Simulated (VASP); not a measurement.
# Gd (Fm-3m) in VASP: notebook

Runs on Gd. Level: PBE+U. Tasks: single point.

All numbers are computed with VASP 6.6.1; they aren't measurements. Logs are shortened: lines on timing, memory, paths and dates and some standing lists are left out, and cuts for length are marked.

## 1. The cell of the first run

Symmetry: Fm-3m, No. 225, cubic system. The conventional cell has a = 5.172 Å, b = 5.172 Å, c = 5.172 Å, α = 90.00°, β = 90.00°, γ = 90.00°. Gd (site symmetry m-3m) has 12 Gd at 3.66 Å within 4.8 Å.

This isn't the form of Gd at room conditions, which is hcp.

## 2. Single point, PBE+U, collinear spin, ferromagnetic start

Contents of INCAR:

```
PREC = Accurate
ENCUT = 520
EDIFF = 1E-6
ISMEAR = -1
SIGMA = 0.05
LREAL = F
LASPH = T
NELM = 150
ALGO = Normal
ISIF = 2
LWAVE = F
LCHARG = F
ISPIN = 2
MAGMOM = 7
LORBIT = 11
LMAXMIX = 6
LDAU = T
LDAUTYPE = 2
LDAUL = 3
LDAUU = 1
LDAUJ = 0
LDAUPRINT = 1
GGA = PE
NBANDS = 19
```

Contents of KPOINTS:

```
regular mesh
0
Gamma
  11 11 11
```

Contents of POSCAR:

```
Gd
1.0
    0.0000000000      2.5858190855      2.5858190855
    2.5858190855      0.0000000000      2.5858190855
    2.5858190855      2.5858190855      0.0000000000
Gd
1
Direct
    0.0000000000      0.0000000000      0.0000000000
```

Potentials or basis: VASP PAW PBE potentials, release 64 (Gd).

On the command line:

```sh
> cat potpaw_PBE.64/Gd/POTCAR > POTCAR
> mpirun -np 1 vasp_std > vasp.out
```

OUTCAR:

```text
PREC = Accurate
   ENCUT = 520
   EDIFF = 1E-6
   ISMEAR = -1
   LREAL = F
   LASPH = T
   NELM = 150
   ISIF = 2
   ISPIN = 2
   LORBIT = 11
   GGA = PE

 ion  position               nearest neighbor table
   1  0.000  0.000  0.000-

  LATTYP: Found a face centered cubic cell.
 ALAT       =     5.1716381710

  Lattice vectors:

 A1 = (   0.0000000000,   2.5858190855,   2.5858190855)
 A2 = (   2.5858190855,   0.0000000000,   2.5858190855)
 A3 = (   2.5858190855,   2.5858190855,   0.0000000000)

Analysis of symmetry for initial positions (statically):
=====================================================================
 Subroutine PRICEL returns:
 Original cell was already a primitive cell.

 Routine SETGRP: Setting up the symmetry group for a
 face centered cubic supercell.

 Subroutine GETGRP returns: Found 48 space group operations
 (whereof 48 operations were pure point group operations)
 out of a pool of 48 trial point group operations.

The static configuration has the point symmetry O_h .

Analysis of symmetry for dynamics (positions and initial velocities):
=====================================================================
 Subroutine PRICEL returns:
 Original cell was already a primitive cell.

 Routine SETGRP: Setting up the symmetry group for a
 face centered cubic supercell.

 Subroutine GETGRP returns: Found 48 space group operations
 (whereof 48 operations were pure point group operations)
 out of a pool of 48 trial point group operations.

The dynamic configuration has the point symmetry O_h .

Analysis of structural, dynamic, and magnetic symmetry:
=====================================================================
[... 180 lines left out ...]
  o =  0.0076  v =  0.0000  0.0000  0.0000  0.0000  0.0000  0.0000  0.0000  0.0000 -0.0000  0.0000  0.0001 -0.6124  0.0000  0.7906      0.0000  0.0000  0.0000  0.0000  0.0000  0.0000  0.0000  0.0000  0.0000  0.0000  0.0000  0.0000  0.0000  0.0000
  o =  0.0076  v =  0.0000  0.0000  0.0000  0.0000  0.0000  0.0000  0.0000  0.7906 -0.0000  0.6124 -0.0001  0.0000 -0.0000 -0.0000      0.0000  0.0000  0.0000  0.0000  0.0000  0.0000  0.0000  0.0000  0.0000  0.0000  0.0000  0.0000  0.0000  0.0000
  o =  0.9875  v =  0.6124 -0.0000 -0.7906  0.0000 -0.0001 -0.0001 -0.0001  0.0000  0.0000  0.0000  0.0000  0.0000  0.0000  0.0000      0.0000  0.0000  0.0000  0.0000  0.0000  0.0000  0.0000  0.0000  0.0000  0.0000  0.0000  0.0000  0.0000  0.0000
  o =  0.9875  v = -0.0001 -0.0000  0.0001 -0.0000 -0.7890 -0.0639 -0.6111  0.0000  0.0000  0.0000  0.0000  0.0000  0.0000  0.0000      0.0000  0.0000  0.0000  0.0000  0.0000  0.0000  0.0000  0.0000  0.0000  0.0000  0.0000  0.0000  0.0000  0.0000
  o =  0.9875  v =  0.0000  0.0000 -0.0001  0.0000 -0.0505  0.9980 -0.0391  0.0000  0.0000  0.0000  0.0000  0.0000  0.0000  0.0000      0.0000  0.0000  0.0000  0.0000  0.0000  0.0000  0.0000  0.0000  0.0000  0.0000  0.0000  0.0000  0.0000  0.0000
  o =  0.9882  v =  0.7906  0.0000  0.6124 -0.0001  0.0000 -0.0000 -0.0000  0.0000  0.0000  0.0000  0.0000  0.0000  0.0000  0.0000      0.0000  0.0000  0.0000  0.0000  0.0000  0.0000  0.0000  0.0000  0.0000  0.0000  0.0000  0.0000  0.0000  0.0000
  o =  0.9882  v =  0.0000  0.0000  0.0000  0.0109 -0.6123  0.0000  0.7905  0.0000  0.0000  0.0000  0.0000  0.0000  0.0000  0.0000      0.0000  0.0000  0.0000  0.0000  0.0000  0.0000  0.0000  0.0000  0.0000  0.0000  0.0000  0.0000  0.0000  0.0000
  o =  0.9882  v = -0.0001  0.0000 -0.0000 -0.9999 -0.0067  0.0000  0.0086  0.0000  0.0000  0.0000  0.0000  0.0000  0.0000  0.0000      0.0000  0.0000  0.0000  0.0000  0.0000  0.0000  0.0000  0.0000  0.0000  0.0000  0.0000  0.0000  0.0000  0.0000
  o =  0.9885  v =  0.0000 -1.0000  0.0000 -0.0000 -0.0000  0.0000  0.0000  0.0000  0.0000  0.0000  0.0000  0.0000  0.0000  0.0000      0.0000  0.0000  0.0000  0.0000  0.0000  0.0000  0.0000  0.0000  0.0000  0.0000  0.0000  0.0000  0.0000  0.0000

 number of electron      18.0000002 magnetization       7.7380085

 Free energy of the ion-electron system (eV)
  ---------------------------------------------------
  ext. energy  EPLUGINS =         0.00000000
  ---------------------------------------------------
  free energy    TOTEN  =       -11.58566662 eV

  energy without entropy =      -11.56941412  energy(sigma->0) =      -11.57754037

 E-fermi :   2.8436     XC(G=0):  -9.7877

 val. band max:        2.8358804955   @ k =  -0.3636   0.4545   0.0909
 cond. band min:       2.8525591875   @ k =  -0.2727   0.3636   0.0909
 fundamental gap:      0.0166786920
 Fermi energy:         2.8435607839

 spin component 1

 k-point     1 :       0.0000    0.0000    0.0000
  band No.  band energies     occupation
      1     -42.7321      1.00000
      2     -19.7655      1.00000
      3     -19.7655      1.00000
      4     -19.7655      1.00000
      5      -2.9584      1.00000
      6      -2.8917      1.00000
[... 1049 lines left out ...]
     18      13.4899      0.00000
     19      15.9848      0.00000

 [... further k-points ...]

------------------------ aborting loop because EDIFF is reached ----------------------------------------

  FORCE on cell =-STRESS in cart. coord.  units (eV):
  Direction    XX          YY          ZZ          XY          YZ          ZX
  --------------------------------------------------------------------------------------
  -------------------------------------------------------------------------------------
  Total       -0.3012183     -0.3012183     -0.3012183     -0.0000000      0.0000000     -0.0000000
  in kB      -13.9562133    -13.9562133    -13.9562133     -0.0000000      0.0000000     -0.0000000
  external PRESSURE =     -13.9562133 kB  Pullay stress =       0.0000000 kB

 VOLUME and BASIS-vectors are now :
 -----------------------------------------------------------------------------
  energy-cutoff  :      520.00
  volume of cell :       34.58
      direct lattice vectors                 reciprocal lattice vectors
     0.000000000  2.585819085  2.585819085    -0.193362329  0.193362329  0.193362329
     2.585819085  0.000000000  2.585819085     0.193362329 -0.193362329  0.193362329
     2.585819085  2.585819085  0.000000000     0.193362329  0.193362329 -0.193362329

 POSITION                                       TOTAL-FORCE (eV/Angst)
 -----------------------------------------------------------------------------------
      0.00000      0.00000      0.00000         0.000000      0.000000     -0.000000
 -----------------------------------------------------------------------------------
    total drift:                               -0.000000     -0.000000     -0.000000

  FREE ENERGIE OF THE ION-ELECTRON SYSTEM (eV)
  ---------------------------------------------------
  free  energy   TOTEN  =       -11.5856666200 eV

  energy  without entropy=      -11.5694141209  energy(sigma->0) =      -11.57754037

 total charge

# of ion       s       p       d       f       tot
--------------------------------------------------
    1        2.072   5.567   0.577   6.947  15.163

 magnetization (x)

# of ion       s       p       d       f       tot
--------------------------------------------------
    1        0.002  -0.054   0.234   6.874   7.056
```

Wall time 3.9 min (1 thread of Oxide Virtual Turin-like, shared host); peak memory 0.18 GiB.

Results:

```yaml
Free_energy: -11.5857 eV
Pressure: -1.4 GPa
Net_moment: 7.74 μB per cell
Site_moments: Gd +7.06 μB
Valence_electrons_inside_the_program's_atomic_spheres: Gd 15.16
```

Eigenvalues of the final occupation matrices:
```
    site  spin  trace                         eigenvalues
site 1 f     1   6.92  0.99 0.99 0.99 0.99 0.99 0.99 0.99
site 1 f     2   0.04  0.00 0.00 0.00 0.01 0.01 0.01 0.01
```

Caveat: spin-orbit coupling is left out, which moves the levels of the heavy elements. The state reached can hang on the start; a lower one may exist.

## 3. Single point, PBE+U, collinear spin, ferromagnetic start

Contents of INCAR:

```
SYSTEM = Gd
PREC = Accurate ; ENCUT = 520
EDIFF = 1E-7 ; ISMEAR = -1
SIGMA = 0.05 ; LREAL = .FALSE.
LASPH = .TRUE. ; NELM = 150
ALGO = Normal ; ISIF = 2
LWAVE = .FALSE. ; LCHARG = .FALSE.
ISPIN = 2 ; MAGMOM = 7
LORBIT = 11 ; LMAXMIX = 6
LDAU = .TRUE. ; LDAUTYPE = 2
LDAUL = 3 ; LDAUU = 1
LDAUJ = 0 ; LDAUPRINT = 1
GGA = PE ; NBANDS = 19
```

Contents of KPOINTS:

```
regular mesh
0
G
  11 11 11
  0 0 0
```

POSCAR is that of step 2.

Potentials or basis: VASP PAW PBE potentials, release 64 (Gd).

On the command line:

```sh
> cat potpaw_PBE.64/Gd/POTCAR > POTCAR
> mpirun -np 1 vasp_std > vasp.out
```

It took 3.3 min on 1 thread of Oxide Virtual Turin-like, shared host; peak memory 0.18 GiB.

Results (log left out):

```
Free energy                                           : -11.5857 eV
Pressure                                              : -1.2 GPa
Net moment                                            : 7.74 μB per cell
Site moments                                          : Gd +7.05 μB
Valence electrons inside the program's atomic spheres : Gd 15.16
```

Levels at points of the mesh, in eV from the Fermi level:
Spin up:
```tsv
k point	band 11	band 12	band 13	band 14	band 15	band 16
(0.00, 0.00, 0.00)	-5.65	-5.12	1.18	1.18	1.18	3.34
```
Spin down:
```csv
k point,band 2,band 3,band 4,band 5,band 6,band 7,band 8,band 9
"(0.00, 0.00, 0.00)",-20.19,-20.19,-20.19,-4.19,0.49,0.64,0.64,0.64
```

Eigenvalues of the final occupation matrices:
| site | spin | trace | eigenvalues |
| --- | --- | --- | --- |
| site 1 f | 1 | 6.92 | 0.99 0.99 0.99 0.99 0.99 0.99 0.99 |
| site 1 f | 2 | 0.04 | 0.00 0.00 0.00 0.01 0.01 0.01 0.01 |

Caveat: spin-orbit coupling is left out, which moves the levels of the heavy elements. The state reached can hang on the start; a lower one may exist.
